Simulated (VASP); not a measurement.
# Au (P6_3/mmc) in VASP: notebook, part 2 of 2

VASP 6.6.1. The steps go on from the part before.

### Step 4. Single point, r2SCAN

This run uses another cell than the first one, of 17.56 Å³/atom, 0.904 times its volume.

The input, POSCAR:

```
Au
1.0
    2.9085451500      0.0000000000      0.0000000000
   -1.4542725750      2.5188739880      0.0000000000
    0.0000000000      0.0000000000      9.5850747628
Au
4
Direct
    0.0000000000      0.0000000000      0.0000000000
    0.0000000000      0.0000000000      0.5000000000
    0.3333333333      0.6666666667      0.7500000000
    0.6666666667      0.3333333333      0.2500000000
```

The input, INCAR.step1:

```
SYSTEM = Au
PREC = Accurate ; ENCUT = 520
ISMEAR = 0 ; SIGMA = 0.1
LREAL = .FALSE. ; LASPH = .TRUE.
NELM = 80 ; NBANDS = 30
GGA = PE ; ALGO = Normal
EDIFF = 1E-4 ; LWAVE = .TRUE.
LCHARG = .FALSE.
```

The input, INCAR.step2:

```
SYSTEM = Au
PREC = Accurate ; ENCUT = 520
EDIFF = 1E-6 ; ISMEAR = 0
SIGMA = 0.1 ; LREAL = .FALSE.
LASPH = .TRUE. ; NELM = 80
ALGO = Normal ; ISIF = 2
LWAVE = .FALSE. ; LCHARG = .TRUE.
METAGGA = R2SCAN ; LMIXTAU = .TRUE.
LELF = .TRUE. ; LVHAR = .TRUE.
NBANDS = 30 ; ISTART = 1
```

The input, KPOINTS:

```
regular mesh
0
G
  18 18 6
  0 0 0
```

Potentials or basis: VASP PAW PBE potentials, release 64 (Au).

Command:

```bash
$ cat potpaw_PBE.64/Au/POTCAR > POTCAR
$ cp INCAR.step1 INCAR
$ mpirun -np 1 vasp_std > vasp.out
$ cp INCAR.step2 INCAR
$ mpirun -np 1 vasp_std > vasp.out
```

OUTCAR:

```text
SYSTEM = Au
   PREC = Accurate
   ENCUT = 520
   EDIFF = 1E-6
   ISMEAR = 0
   LREAL = .FALSE.
   LASPH = .TRUE.
   NELM = 80
   ISIF = 2
   METAGGA = R2SCAN
   ISTART = 1

 ion  position               nearest neighbor table
   1  0.000  0.000  0.000-   3 2.93   4 2.93   4 2.93   3 2.93   4 2.93   3 2.93
   2  0.000  0.000  0.500-   3 2.93   4 2.93   4 2.93   3 2.93   4 2.93   3 2.93
   3  0.333  0.667  0.750-   1 2.93   2 2.93   1 2.93   2 2.93   1 2.93   2 2.93
   4  0.667  0.333  0.250-   1 2.93   2 2.93   1 2.93   2 2.93   1 2.93   2 2.93

  LATTYP: Found a hexagonal cell.
 ALAT       =     2.9085451500
 C/A-ratio  =     3.2954876987

  Lattice vectors:

 A1 = (   2.9085451500,   0.0000000000,   0.0000000000)
 A2 = (  -1.4542725750,   2.5188739880,   0.0000000000)
 A3 = (   0.0000000000,   0.0000000000,   9.5850747628)

Analysis of symmetry for initial positions (statically):
=====================================================================
 Subroutine PRICEL returns:
 Original cell was already a primitive cell.

 Routine SETGRP: Setting up the symmetry group for a
 hexagonal supercell.

[... 167 lines left out ...]
  ext. energy  EPLUGINS =         0.00000000
  ---------------------------------------------------
  free energy    TOTEN  =      -202.36683431 eV

  energy without entropy =     -202.36142713  energy(sigma->0) =     -202.36413072

 E-fermi :   8.7818     XC(G=0): -13.4173

 val. band max:        8.7596693250   @ k =   0.3889   0.1111   0.5000
 cond. band min:       8.7871967761   @ k =   0.4444   0.0556   0.3333
 fundamental gap:      0.0275274510
 Fermi energy:         8.7817963953

 k-point     1 :       0.0000    0.0000    0.0000
  band No.  band energies     occupation
      1      -0.9288      2.00000
      2       0.8279      2.00000
      3       0.8357      2.00000
      4       1.4913      2.00000
      5       3.9680      2.00000
      6       3.9791      2.00000
[... 781 lines left out ...]
     29      17.2408      0.00000
     30      19.0000      0.00000

 [... further k-points ...]
[... 5 lines left out ...]
  --------------------------------------------------------------------------------------
  -------------------------------------------------------------------------------------
  Total        0.1053370      0.1053370      0.1068572      0.0000000      0.0000000      0.0000000
  in kB        2.4033327      2.4033327      2.4380163      0.0000000      0.0000000      0.0000000
  external PRESSURE =       2.4148939 kB  Pullay stress =       0.0000000 kB

 VOLUME and BASIS-vectors are now :
 -----------------------------------------------------------------------------
  energy-cutoff  :      520.00
  volume of cell :       70.22
      direct lattice vectors                 reciprocal lattice vectors
     2.908545150  0.000000000  0.000000000     0.343814501  0.198501395  0.000000000
    -1.454272575  2.518873988  0.000000000     0.000000000  0.397002790  0.000000000
     0.000000000  0.000000000  9.585074763     0.000000000  0.000000000  0.104328868

 POSITION                                       TOTAL-FORCE (eV/Angst)
 -----------------------------------------------------------------------------------
      0.00000      0.00000      0.00000         0.000000      0.000000     -0.000000
      0.00000      0.00000      4.79254         0.000000      0.000000     -0.000000
     -0.00000      1.67925      7.18881         0.000000     -0.000000     -0.000000
      1.45427      0.83962      2.39627        -0.000000      0.000000      0.000000
 -----------------------------------------------------------------------------------
    total drift:                                0.000000      0.000000     -0.000000

  FREE ENERGIE OF THE ION-ELECTRON SYSTEM (eV)
  ---------------------------------------------------
  free  energy   TOTEN  =      -202.3668343126 eV

  energy  without entropy=     -202.3614271349  energy(sigma->0) =     -202.36413072
```

OUTCAR.step1:

```text
SYSTEM = Au
   PREC = Accurate
   ENCUT = 520
   ISMEAR = 0
   LREAL = .FALSE.
   LASPH = .TRUE.
   NELM = 80
[... 1023 lines left out ...]
      0.00000      0.00000      4.79254         0.000000     -0.000000     -0.000000
     -0.00000      1.67925      7.18881         0.000000      0.000000      0.000000
      1.45427      0.83962      2.39627        -0.000000     -0.000000      0.000000
 -----------------------------------------------------------------------------------
    total drift:                                0.000000      0.000000      0.000000

  FREE ENERGIE OF THE ION-ELECTRON SYSTEM (eV)
  ---------------------------------------------------
  free  energy   TOTEN  =       -12.8529623690 eV

  energy  without entropy=      -12.8472795849  energy(sigma->0) =      -12.85012098
```

OSZICAR.step1:

```text
N       E                     dE             d eps       ncg     rms          rms(c)
DAV:   1     0.287234646745E+03    0.28723E+03   -0.22721E+04  8952   0.142E+03
DAV:   2    -0.683883050483E+01   -0.29407E+03   -0.27842E+03  9512   0.318E+02
DAV:   3    -0.138646176451E+02   -0.70258E+01   -0.69518E+01 10386   0.492E+01
DAV:   4    -0.139107728153E+02   -0.46155E-01   -0.46143E-01  9588   0.417E+00
DAV:   5    -0.139111923180E+02   -0.41950E-03   -0.41950E-03 10224   0.438E-01    0.171E+01
DAV:   6    -0.129278617010E+02    0.98333E+00   -0.22368E+00  9396   0.106E+01    0.110E+01
DAV:   7    -0.128642693716E+02    0.63592E-01   -0.32359E-01  9894   0.395E+00    0.377E+00
DAV:   8    -0.128530137749E+02    0.11256E-01   -0.41273E-02  9378   0.139E+00    0.525E-01
DAV:   9    -0.128529623690E+02    0.51406E-04   -0.17962E-04  7972   0.122E-01
   1 F= -.12852962E+02 E0= -.12850121E+02  d E =-.568278E-02
```

Wall time 25 min (1 thread of AMD EPYC 7R43 (Zen 3), shared host); peak memory 0.33 GiB.

Results:

```yaml
Free_energy: -202.3668 eV
Pressure: 0.2 GPa
Band_gap_on_the_k_mesh: zero (band 22 reaches 11.81 eV, above the bottom of band 23 at 6.35 eV)
```

Caveat: the PAW data sets were made with another functional, which shifts forces and pressure a little; spin-orbit coupling is left out, which moves the levels of the heavy elements.

### Step 5. Single point, r2SCAN

This run uses another cell than the first one, of 19.56 Å³/atom, 1.008 times its volume.

The input, POSCAR:

```
Au
1.0
    3.2130423376      0.0000000000      0.0000000000
   -1.6065211688      2.7825762878      0.0000000000
    0.0000000000      0.0000000000      8.7509689683
Au
4
Direct
    0.0000000000      0.0000000000      0.2500000000
    0.0000000000      0.0000000000      0.7500000000
    0.3333333333      0.6666666667      0.7500000000
    0.6666666667      0.3333333333      0.2500000000
```

The input, INCAR.step1:

```
SYSTEM = Au
PREC = Accurate ; ENCUT = 550
ISMEAR = 0 ; SIGMA = 0.1
LREAL = .FALSE. ; LASPH = .TRUE.
NELM = 120 ; NBANDS = 46
GGA = PE ; ALGO = Normal
EDIFF = 1E-5 ; LWAVE = .TRUE.
LCHARG = .FALSE. ; GGA_COMPAT = .FALSE.
```

The input, INCAR.step2:

```
SYSTEM = Au
PREC = Accurate ; ENCUT = 550
EDIFF = 1E-6 ; ISMEAR = 0
SIGMA = 0.1 ; LREAL = .FALSE.
LASPH = .TRUE. ; NELM = 120
ALGO = Normal ; ISIF = 2
LWAVE = .FALSE. ; LCHARG = .TRUE.
METAGGA = R2SCAN ; LMIXTAU = .TRUE.
LELF = .TRUE. ; LVHAR = .TRUE.
NBANDS = 46 ; ISTART = 1
GGA_COMPAT = .FALSE.
```

The input, KPOINTS:

```
regular mesh
0
G
  6 6 2
  0 0 0
```

Potentials or basis: VASP PAW PBE potentials, release 64 (Au_sv_GW).

Command:

```bash
$ cat potpaw_PBE.64/Au_sv_GW/POTCAR > POTCAR
$ cp INCAR.step1 INCAR
$ mpirun -np 1 vasp_std > vasp.out
$ cp INCAR.step2 INCAR
$ mpirun -np 1 vasp_std > vasp.out
```

Run time: 2.4 min. Hardware: 1 thread of Intel Xeon 6975P-C (Granite Rapids), shared host; peak memory 0.25 GiB.

Results (log left out):

```yaml
Free_energy: -140.1671 eV
Pressure: 363.8 GPa
Band_gap_on_the_k_mesh: zero (band 38 reaches 8.22 eV, above the bottom of band 39 at 5.60 eV)
```

Stress tensor (GPa, compression positive):
```
547.31   0.00   0.00
  0.00 547.31   0.00
  0.00   0.00  -3.21
```

Levels at points of the mesh, in eV from the Fermi level:
```csv
k point,band 36,band 37,band 38,band 39,band 40,band 41
"(0.00, 0.00, 0.00)",-3.45,-3.00,-2.40,-2.34,0.28,5.87
"(0.50, 0.00, 0.00)",-1.24,-1.08,-1.08,3.28,3.40,3.79
"(0.00, 0.00, 0.50)",-3.46,-2.37,-2.37,-1.58,-1.58,8.45
"(0.50, 0.00, 0.50)",-1.25,-1.08,-1.08,3.28,3.28,4.99
```

Caveat: the k points lie up to 0.38 Å⁻¹ apart; the PAW data sets were made with another functional, which shifts forces and pressure a little; spin-orbit coupling is left out, which moves the levels of the heavy elements.

### Step 6. Summary

| task | potentials or basis | cell | k mesh | cutoff (eV) | second run | gap on the mesh (eV) | pressure (GPa) |
| --- | --- | --- | --- | --- | --- | --- | --- |
| single point | VASP PAW PBE potentials, release 64 (Au) | a = 3.029, b = 3.029, c = 9.771 Å, angles 90.0, 90.0, 120.0°, 4 atoms | 6 × 6 × 2 | 520 | - | none | -10.3 |
| relaxation of cell and atoms | VASP PAW PBE potentials, release 64 (Au) | relaxed from a = 3.029, b = 3.029, c = 9.771 Å, angles 90.0, 90.0, 120.0°, 4 atoms | 6 × 6 × 2 | 600 | - | none | 0.1 |
| single point | VASP PAW PBE potentials, release 64 (Au) | a = 2.909, b = 2.909, c = 9.585 Å, angles 90.0, 90.0, 120.0°, 4 atoms | 18 × 18 × 6 | 520 | - | none | 0.2 |
| single point | VASP PAW PBE potentials, release 64 (Au_sv_GW) | a = 3.213, b = 3.213, c = 8.751 Å, angles 90.0, 90.0, 120.0°, 4 atoms | 6 × 6 × 2 | 550 | valence_matched | none | 363.8 |

Alike in all rows: level r2SCAN; no spin polarisation; smearing gaussian 0.1 eV.

Caveats: some runs use coarse meshes; the PAW data sets were made with another functional, which shifts forces and pressure a little; spin-orbit coupling is left out, which moves the levels of the heavy elements.

Total energies depend on the potentials used, so only differences within one code and one set of settings carry meaning.
